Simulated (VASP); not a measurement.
# TiH6 (Fm-3m) in VASP: further runs

TiH6 is run at these levels: PBE; tasks: single point, relaxation of cell and atoms.

Everything below comes from runs of VASP 6.6.1. Logs are shortened: lines on timing, memory, paths and dates and some standing lists are left out, and cuts for length are marked.

## (1) The cell of the first run

The structure is cubic, space group Fm-3m (No. 225). Conventional cell: a = 5.367 Å, b = 5.367 Å, c = 5.367 Å, α = 90.00°, β = 90.00°, γ = 90.00°. Within 2.5 Å of Ti (site symmetry m-3m) lie 12 H at 1.90 Å. Within 2.5 Å of H (site symmetry mmm) lie 2 Ti at 1.90 Å and 8 H at 1.90 Å.

## (2) Single point, PBE

The input, INCAR:

```
PREC = Accurate
ENCUT = 500
EDIFF = 1E-6
ISMEAR = 0
SIGMA = 0.1
LREAL = F
LASPH = T
NELM = 120
ALGO = Normal
ISIF = 2
LWAVE = F
LCHARG = F
GGA = PE
NBANDS = 18
GGA_COMPAT = F
```

The input, KPOINTS:

```
Automatic mesh
0
Gamma
  6 6 6
```

The input, POSCAR:

```
TiH6
1.0
    0.0000000000      2.6835847026      2.6835847026
    2.6835847026      0.0000000000      2.6835847026
    2.6835847026      2.6835847026      0.0000000000
Ti H
1 6
Direct
    0.5000000000      0.5000000000      0.5000000000
    0.5000000000      0.0000000000      0.0000000000
    0.0000000000      0.5000000000      0.5000000000
    0.0000000000      0.5000000000      0.0000000000
    0.5000000000      0.0000000000      0.5000000000
    0.0000000000      0.0000000000      0.5000000000
    0.5000000000      0.5000000000      0.0000000000
```

Potentials or basis: VASP PAW PBE potentials, release 64 (Ti_sv, H).

The run is started by

```bash
cat potpaw_PBE.64/Ti_sv/POTCAR potpaw_PBE.64/H/POTCAR > POTCAR
mpirun -np 1 vasp_std > vasp.out
```

OUTCAR:

```text
PREC = Accurate
   ENCUT = 500
   EDIFF = 1E-6
   ISMEAR = 0
   LREAL = F
   LASPH = T
   NELM = 120
   ISIF = 2
   GGA = PE

 ion  position               nearest neighbor table
   1  0.500  0.500  0.500-   3 1.90   5 1.90   7 1.90   2 1.90   4 1.90   7 1.90   2 1.90   5 1.90
                             6 1.90   3 1.90   4 1.90   6 1.90
   2  0.500  0.000  0.000-   1 1.90   1 1.90
   3  0.000  0.500  0.500-   1 1.90   1 1.90
   4  0.000  0.500  0.000-   1 1.90   1 1.90
   5  0.500  0.000  0.500-   1 1.90   1 1.90
   6  0.000  0.000  0.500-   1 1.90   1 1.90
   7  0.500  0.500  0.000-   1 1.90   1 1.90

  LATTYP: Found a face centered cubic cell.
 ALAT       =     5.3671694052

  Lattice vectors:

 A1 = (   0.0000000000,   2.6835847026,   2.6835847026)
 A2 = (   2.6835847026,   0.0000000000,   2.6835847026)
 A3 = (   2.6835847026,   2.6835847026,   0.0000000000)

Analysis of symmetry for initial positions (statically):
=====================================================================
 Subroutine PRICEL returns:
 Original cell was already a primitive cell.

 Routine SETGRP: Setting up the symmetry group for a
 face centered cubic supercell.

 Subroutine GETGRP returns: Found 48 space group operations
 (whereof 48 operations were pure point group operations)
 out of a pool of 48 trial point group operations.

The static configuration has the point symmetry O_h .

Analysis of symmetry for dynamics (positions and initial velocities):
=====================================================================
 Subroutine PRICEL returns:
 Original cell was already a primitive cell.

 Routine SETGRP: Setting up the symmetry group for a
 face centered cubic supercell.

 Subroutine GETGRP returns: Found 48 space group operations
 (whereof 48 operations were pure point group operations)
 out of a pool of 48 trial point group operations.

The dynamic configuration has the point symmetry O_h .

 Subroutine INISYM returns: Found 48 space group operations
 (whereof 48 operations are pure point group operations),
 and found     1 'primitive' translations

----------------------------------------------------------------------------------------

                                     Primitive cell

  volume of cell :      38.6524

  direct lattice vectors                    reciprocal lattice vectors
     0.000000000  2.683584703  2.683584703    -0.186317950  0.186317950  0.186317950
     2.683584703  0.000000000  2.683584703     0.186317950 -0.186317950  0.186317950
     2.683584703  2.683584703  0.000000000     0.186317950  0.186317950 -0.186317950

  length of vectors
     3.795161882  3.795161882  3.795161882     0.322712155  0.322712155  0.322712155

  position of ions in fractional coordinates (direct lattice)
     0.500000000  0.500000000  0.500000000
     0.500000000  0.000000000  0.000000000
     0.000000000  0.500000000  0.500000000
     0.000000000  0.500000000  0.000000000
     0.500000000  0.000000000  0.500000000
     0.000000000  0.000000000  0.500000000
     0.500000000  0.500000000  0.000000000

  ion indices of the primitive-cell ions
   primitive index   ion index
                 1           1
                 2           2
                 3           3
                 4           4
                 5           5
                 6           6
                 7           7

----------------------------------------------------------------------------------------

 KPOINTS: Automatic mesh

Automatic generation of k-mesh.
 Grid dimensions read from file:
 generate k-points for:    6    6    6

 Generating k-lattice:

  Cartesian coordinates                     Fractional coordinates (reciprocal lattice)
    -0.031052992  0.031052992  0.031052992     0.166666667  0.000000000  0.000000000
     0.031052992 -0.031052992  0.031052992     0.000000000  0.166666667  0.000000000
     0.031052992  0.031052992 -0.031052992     0.000000000  0.000000000  0.166666667

  Length of vectors
     0.053785359  0.053785359  0.053785359

  Shift w.r.t. Gamma in fractional coordinates (k-lattice)
     0.000000000  0.000000000  0.000000000

 Subroutine IBZKPT returns following result:
 ===========================================

 Found     16 irreducible k-points:

 Following reciprocal coordinates:
            Coordinates               Weight
  0.000000  0.000000  0.000000      1.000000
  0.166667  0.000000  0.000000      8.000000
  0.333333  0.000000  0.000000      8.000000
  0.500000  0.000000  0.000000      4.000000
  0.166667  0.166667  0.000000      6.000000
  0.333333  0.166667  0.000000     24.000000
[... 8 lines left out ...]
 -0.333333  0.333333  0.166667     24.000000
 -0.333333  0.500000  0.166667     12.000000
   k-points           NKPTS =     16   k-points in BZ     NKDIM =     16   number of bands    NBANDS=     18
   number of dos      NEDOS =    301   number of ions     NIONS =      7
   total plane-waves  NPLWV =  21952
   dimension x,y,z NGX =    28 NGY =   28 NGZ =   28
   dimension x,y,z NGXF=    56 NGYF=   56 NGZF=   56
   ions per type =               1   6
   NGX,Y,Z   is equivalent  to a cutoff of  12.27, 12.27, 12.27 a.u.
   NGXF,Y,Z  is equivalent  to a cutoff of  24.53, 24.53, 24.53 a.u.
 SYSTEM =  unknown system
   PREC   = accura    normal or accurate (medium, high low for compatibility)
   ISTART =      0    job   : 0-new  1-cont  2-samecut
   ICHARG =      2    charge: 1-file 2-atom 10-const
   ISPIN  =      1    spin polarized calculation?
   LNONCOLLINEAR =      F non collinear calculations
   LSORBIT =      F    spin-orbit coupling
   LASPH  =      T    aspherical Exc in radial PAW
   ENCUT  =  500.0 eV  36.75 Ry    6.06 a.u.   6.92  6.92  6.92*2*pi/ulx,y,z
   NELM   =    120;   NELMIN=  2; NELMDL= -5     # of ELM steps
   EDIFF  = 0.1E-05   stopping-criterion for ELM
   LREAL  =      F    real-space projection
   EDIFFG = 0.1E-04   stopping-criterion for IOM
   NSW    =      0    number of steps for IOM
   IBRION =     -1    ionic relax: 0-MD 1-quasi-New 2-CG
   NFREE  =      0    steps in history (QN), initial steepest desc. (CG)
   ISIF   =      2    stress and relaxation
   ISYM   =      2    0-nonsym 1-usesym 2-fastsym
   POTIM  = 0.5000    time-step for ionic-motion
   TEBEG  =    0.0;   TEEND  =   0.0 temperature during run
   PSTRESS=    0.0 pullay stress
   NELECT =      18.0000    total number of electrons
   NUPDOWN=      -1.0000    fix difference up-down
   EMIN   =  10.00;   EMAX   =-10.00  energy-range for DOS
   EFERMI =   0.00;   METHOD = LEGACY
   ISMEAR =     0;   SIGMA  =   0.10  broadening in eV -4-tet -1-fermi 0-gaus
   EFERMI_NEDOS =   21; number of points for ismear=-14 and -15
   IALGO  =     38    algorithm
   IMIX   =      4    mixing-type and parameters
     AMIX     =   0.40;   BMIX     =  1.00
     AMIX_MAG =   1.60;   BMIX_MAG =  1.00
  volume/ion in A,a.u.               =       5.52        37.26
  Fermi-wavevector in a.u.,A,eV,Ry     =   1.268938  2.397945 21.908146  1.610203
  Thomas-Fermi vector in A             =   2.402006
   LORBIT       =      0    0 simple, 1 ext, 2 COOP (PROOUT), +10 PAW based schemes
   GGA     = PE    functional components
   LHFCALC =     F    Hartree Fock is set to
   AEXX    =    0.0000 exact exchange contribution
   IVDW    =     0    specifies the selected vdW correction
   LEPSILON=     F    determine dielectric tensor
   LRPA    =     F    only Hartree local field effects (RPA)
 non-spin polarized calculation
 Gauss-broadening in eV      SIGMA  =   0.10
  energy-cutoff  :      500.00
  volume of cell :       38.65
 maximum number of plane-waves:      1002
   NGX = 13   NGY = 13   NGZ = 13

 number of electron      17.9999995 magnetization

 Free energy of the ion-electron system (eV)
  ---------------------------------------------------
  ext. energy  EPLUGINS =         0.00000000
  ---------------------------------------------------
  free energy    TOTEN  =       -25.13956086 eV

  energy without entropy =      -25.13631104  energy(sigma->0) =      -25.13793595

 E-fermi :   3.1897     XC(G=0): -10.5946

 val. band max:        2.9746165788   @ k =   0.0000   0.0000   0.0000
 cond. band min:       3.2604818206   @ k =   0.3333   0.0000   0.0000
 fundamental gap:      0.2858652419
 Fermi energy:         3.1896796880

 k-point     1 :       0.0000    0.0000    0.0000
  band No.  band energies     occupation
      1     -53.2635      2.00000
      2     -29.5092      2.00000
      3     -29.5092      2.00000
      4     -29.5092      2.00000
      5      -7.0186      2.00000
      6       0.2688      2.00000
[... 10 lines left out ...]
     17      12.9208      0.00000
     18      12.9208      0.00000

 k-point     2 :       0.1667    0.0000    0.0000
  band No.  band energies     occupation
      1     -53.2621      2.00000
      2     -29.5293      2.00000
      3     -29.5127      2.00000
      4     -29.5127      2.00000
      5      -6.5839      2.00000
      6      -0.3011      2.00000
[... 10 lines left out ...]
     17      13.5467      0.00000
     18      14.1011      0.00000

 k-point     3 :       0.3333    0.0000    0.0000
  band No.  band energies     occupation
      1     -53.2593      2.00000
      2     -29.5691      2.00000
      3     -29.5198      2.00000
      4     -29.5198      2.00000
      5      -5.3776      2.00000
      6      -1.6969      2.00000
[... 10 lines left out ...]
     17      14.5575      0.00000
     18      16.4610      0.00000

 k-point     4 :       0.5000    0.0000    0.0000
  band No.  band energies     occupation
      1     -53.2579      2.00000
      2     -29.5889      2.00000
      3     -29.5234      2.00000
      4     -29.5234      2.00000
      5      -4.0285      2.00000
      6      -3.1185      2.00000
[... 207 lines left out ...]
      4     -29.5302      2.00000
      5      -4.3341      2.00000
      6      -1.5960      2.00000
[... 10 lines left out ...]
     17      15.9045      0.00000
     18      16.1042      0.00000

 k-point    15 :      -0.3333    0.3333    0.1667
  band No.  band energies     occupation
      1     -53.2565      2.00000
      2     -29.5730      2.00000
      3     -29.5542      2.00000
      4     -29.5351      2.00000
      5      -2.9525      2.00000
      6      -2.5943      2.00000
[... 10 lines left out ...]
     17      15.8088      0.00000
     18      17.8891      0.00000

 k-point    16 :      -0.3333    0.5000    0.1667
  band No.  band energies     occupation
      1     -53.2560      2.00000
      2     -29.5756      2.00000
      3     -29.5532      2.00000
      4     -29.5422      2.00000
      5      -2.6237      2.00000
      6      -1.8795      2.00000
[... 10 lines left out ...]
     17      16.8911      0.00000
     18      19.1654      0.00000

------------------------ aborting loop because EDIFF is reached ----------------------------------------

  FORCE on cell =-STRESS in cart. coord.  units (eV):
  Direction    XX          YY          ZZ          XY          YZ          ZX
  --------------------------------------------------------------------------------------
  -------------------------------------------------------------------------------------
  Total       -0.1096889     -0.1096889     -0.1096889      0.0000000     -0.0000000      0.0000000
  in kB       -4.5467125     -4.5467125     -4.5467125      0.0000000     -0.0000000      0.0000000
  external PRESSURE =      -4.5467125 kB  Pullay stress =       0.0000000 kB

 VOLUME and BASIS-vectors are now :
 -----------------------------------------------------------------------------
  energy-cutoff  :      500.00
  volume of cell :       38.65
      direct lattice vectors                 reciprocal lattice vectors
     0.000000000  2.683584703  2.683584703    -0.186317950  0.186317950  0.186317950
     2.683584703  0.000000000  2.683584703     0.186317950 -0.186317950  0.186317950
     2.683584703  2.683584703  0.000000000     0.186317950  0.186317950 -0.186317950

 POSITION                                       TOTAL-FORCE (eV/Angst)
 -----------------------------------------------------------------------------------
      2.68358      2.68358      2.68358        -0.000000     -0.000000     -0.000000
      0.00000      1.34179      1.34179         0.000000      0.000000      0.000000
      2.68358      1.34179      1.34179         0.000000      0.000000      0.000000
      1.34179      0.00000      1.34179         0.000000      0.000000      0.000000
      1.34179      2.68358      1.34179         0.000000      0.000000      0.000000
      1.34179      1.34179      0.00000         0.000000      0.000000      0.000000
      1.34179      1.34179      2.68358         0.000000      0.000000      0.000000
 -----------------------------------------------------------------------------------
    total drift:                                0.000000      0.000000      0.000000

  FREE ENERGIE OF THE ION-ELECTRON SYSTEM (eV)
  ---------------------------------------------------
  free  energy   TOTEN  =       -25.1395608631 eV

  energy  without entropy=      -25.1363110443  energy(sigma->0) =      -25.13793595
```

Wall time 21 s (1 thread of Intel Xeon 6975P-C, shared host); peak memory 0.15 GiB.

Results:

```yaml
Free_energy: -25.1396 eV
Pressure: -0.5 GPa
Band_gap_on_the_k_mesh: zero (band 9 reaches 4.42 eV, above the bottom of band 10 at 2.92 eV)
```

Levels at points of the mesh, in eV from the Fermi level:
| k point | band 7 | band 8 | band 9 | band 10 | band 11 | band 12 |
| --- | --- | --- | --- | --- | --- | --- |
| (0.00, 0.00, 0.00) | -2.92 | -2.92 | -0.22 | -0.22 | 7.27 | 7.27 |
| (0.50, 0.00, 0.00) | -2.13 | -2.13 | 1.23 | 1.23 | 1.85 | 1.85 |
| (0.50, 0.50, 0.00) | -4.45 | -1.55 | -1.55 | 1.88 | 1.88 | 2.00 |

## (3) Single point, PBE

This run uses another cell than the first one, of 7.17 Å³/atom, 1.298 times its volume.

The input, INCAR:

```
SYSTEM = TiH6
PREC = Accurate
ENCUT = 500
EDIFF = 1E-6
ISMEAR = 0
SIGMA = 0.1
LREAL = .False.
LASPH = .True.
NELM = 120
ALGO = Normal
ISIF = 2
LWAVE = .False.
LCHARG = .True.
GGA = PE
LELF = .True.
LVHAR = .True.
NBANDS = 18
GGA_COMPAT = .False.
```

The input, KPOINTS:

```
Automatic mesh
0
Gamma
  6 6 6
  0 0 0
```

POSCAR, as its differences from that of step 2:

```diff
@@ -2,5 +2,5 @@
 1.0
-    0.0000000000      2.6835847026      2.6835847026
-    2.6835847026      0.0000000000      2.6835847026
-    2.6835847026      2.6835847026      0.0000000000
+    0.0000000000      2.9275405400      2.9275405400
+    2.9275405400      0.0000000000      2.9275405400
+    2.9275405400      2.9275405400      0.0000000000
 Ti H
```

Potentials or basis: VASP PAW PBE potentials, release 64 (Ti_sv, H).

The run is started by

```bash
cat potpaw_PBE.64/Ti_sv/POTCAR potpaw_PBE.64/H/POTCAR > POTCAR
mpirun -np 1 vasp_std > vasp.out
```

Run time: 25 s. Hardware: 1 thread of Intel Xeon 6975P-C, shared host; peak memory 0.17 GiB.

Results (log left out):

```yaml
Free_energy: -24.3937 eV
Pressure: -17.3 GPa
Band_gap_on_the_k_mesh: zero (band 9 reaches 2.13 eV, above the bottom of band 10 at 1.12 eV)
```

Levels at points of the mesh, in eV from the Fermi level:
```tsv
k point	band 5	band 6	band 7	band 8	band 9	band 10	band 11	band 12	band 13	band 14
(0.00, 0.00, 0.00)	-8.44	-2.27	-2.27	-2.27	-0.13	-0.13	5.43	5.43	5.43	6.33
(0.50, 0.00, 0.00)	-5.93	-5.24	-1.59	-1.59	0.84	0.84	1.45	1.45	1.70	5.62
(0.50, 0.50, 0.00)	-5.09	-3.86	-3.40	-1.41	-1.41	1.45	1.45	1.55	1.74	4.05
```

## (4) Relaxation of cell and atoms, PBE

This run uses another cell than the first one, of 7.17 Å³/atom, 1.298 times its volume.

The input, INCAR:

```
PREC = Accurate ; ENCUT = 500
EDIFF = 1E-7 ; ISMEAR = 0
SIGMA = 0.1 ; LREAL = F
LASPH = T ; NELM = 120
ALGO = Normal ; ISIF = 3
LWAVE = F ; LCHARG = F
GGA = PE ; IBRION = 2
NSW = 90 ; EDIFFG = -0.04
GGA_COMPAT = F ; NELMIN = 4
```

The input, KPOINTS:

```
Automatic mesh
0
Gamma
  6 6 6
```

POSCAR is that of step 3.

The run is started by

```bash
cat potpaw_PBE.64/Ti_sv/POTCAR potpaw_PBE.64/H/POTCAR > POTCAR
mpirun -np 1 vasp_std > vasp.out
```

Run time: 80 s. Hardware: 1 thread of Intel Xeon 6975P-C, shared host; peak memory 0.18 GiB.

It converged, with:

| Quantity | Value |
| --- | --- |
| Free energy | -25.1538 eV |
| Relaxed volume | 5.48 Å³/atom |
| Relaxed cell | a = 3.786 Å, b = 3.786 Å, c = 3.786 Å, α = 60.00°, β = 60.00°, γ = 60.00° |
| Space group after relaxing (to 0.05 Å) | Fm-3m (No. 225) |
| Energy gained by relaxing | 108.6 meV/atom |
| Ionic steps | 4 |
| Pressure after relaxing | 0.5 GPa |
| Band gap on the k mesh | zero (band 9 reaches 4.49 eV, above the bottom of band 10 at 2.97 eV) |

The path:
| step | energy change (eV) | largest force (eV/Å) | pressure (GPa) | volume (Å³) |
| --- | --- | --- | --- | --- |
| 1 | 0.0000 | 0.0000 | -17.30 | 50.18 |
| 2 | -0.5031 | 0.0000 | -11.92 | 44.77 |
| 3 | -0.7456 | 0.0000 | -3.38 | 39.93 |
| 4 | -0.7601 | 0.0000 | 0.52 | 38.37 |

Final structure:
```
CELL_PARAMETERS angstrom
0.00000 2.67710 2.67710
2.67710 0.00000 2.67710
2.67710 2.67710 0.00000
ATOMIC_POSITIONS crystal
Ti 0.50000 0.50000 0.50000
H 0.50000 0.00000 0.00000
H 0.00000 0.50000 0.50000
H 0.00000 0.50000 0.00000
H 0.50000 0.00000 0.50000
H 0.00000 0.00000 0.50000
H 0.50000 0.50000 0.00000
```

Levels at points of the mesh, in eV from the Fermi level:
```
           k point  band 5  band 6  band 7  band 8  band 9  band 10  band 11  band 12  band 13
(0.00, 0.00, 0.00)  -10.26   -2.94   -2.94   -2.94   -0.22    -0.22     7.33     7.33     7.33
(0.50, 0.00, 0.00)   -7.26   -6.34   -2.15   -2.15    1.24     1.24     1.86     1.86     2.32
(0.50, 0.50, 0.00)   -6.11   -4.83   -4.48   -1.56   -1.56     1.89     1.89     2.01     2.39
```

Caveat: the volume moved by over 15 % at a fixed basis, so the end points are rough.

## (5) Single point, PBE

This run uses another cell than the first one, of 5.51 Å³/atom, 0.998 times its volume.

The input, INCAR:

```
SYSTEM = TiH6
ALGO     = Normal         ! electronic algorithm
EDIFF    = 1E-6           ! SCF threshold, eV
ENCUT    = 500            ! plane-wave cutoff, eV
GGA      = PE             ! functional
GGA_COMPAT= .FALSE.      
ISIF     = 2              ! what is computed and relaxed
ISMEAR   = 0              ! smearing method
LASPH    = .TRUE.         ! aspherical terms in the spheres
LCHARG   = .FALSE.        ! write CHGCAR
LREAL    = .FALSE.        ! projectors in reciprocal space
LWAVE    = .FALSE.        ! write WAVECAR
NBANDS   = 18             ! bands
NELM     = 120            ! most SCF steps
PREC     = Accurate       ! precision mode
SIGMA    = 0.1            ! smearing width, eV
```

The input, KPOINTS:

```
k-points
0
G
  12 12 12
  0 0 0
```

POSCAR, as its differences from that of step 4:

```diff
@@ -2,5 +2,5 @@
 1.0
-    0.0000000000      2.9275405400      2.9275405400
-    2.9275405400      0.0000000000      2.9275405400
-    2.9275405400      2.9275405400      0.0000000000
+    0.0000000000      2.6816615861      2.6816615861
+    2.6816615861      0.0000000000      2.6816615861
+    2.6816615861      2.6816615861      0.0000000000
 Ti H
```

The run is started by

```bash
cat potpaw_PBE.64/Ti_sv/POTCAR potpaw_PBE.64/H/POTCAR > POTCAR
mpirun -np 1 vasp_std > vasp.out
```

Run time: 61 s. Hardware: 1 thread of Intel Xeon 6975P-C, shared host; peak memory 0.18 GiB.

Results (log left out):

```yaml
Free_energy: -25.1404 eV
Pressure: -0.2 GPa
Band_gap_on_the_k_mesh: zero (band 9 reaches 4.44 eV, above the bottom of band 10 at 2.92 eV)
```

Levels at points of the mesh, in eV from the Fermi level:
```csv
k point,band 6,band 7,band 8,band 9,band 10,band 11,band 12,band 13
"(0.00, 0.00, 0.00)",-2.93,-2.93,-2.93,-0.22,-0.22,7.29,7.29,7.29
"(0.50, 0.00, 0.00)",-6.32,-2.14,-2.14,1.23,1.23,1.85,1.85,2.30
"(0.50, 0.50, 0.00)",-4.82,-4.47,-1.56,-1.56,1.88,1.88,1.99,2.36
```

[end of part 1 of 2]
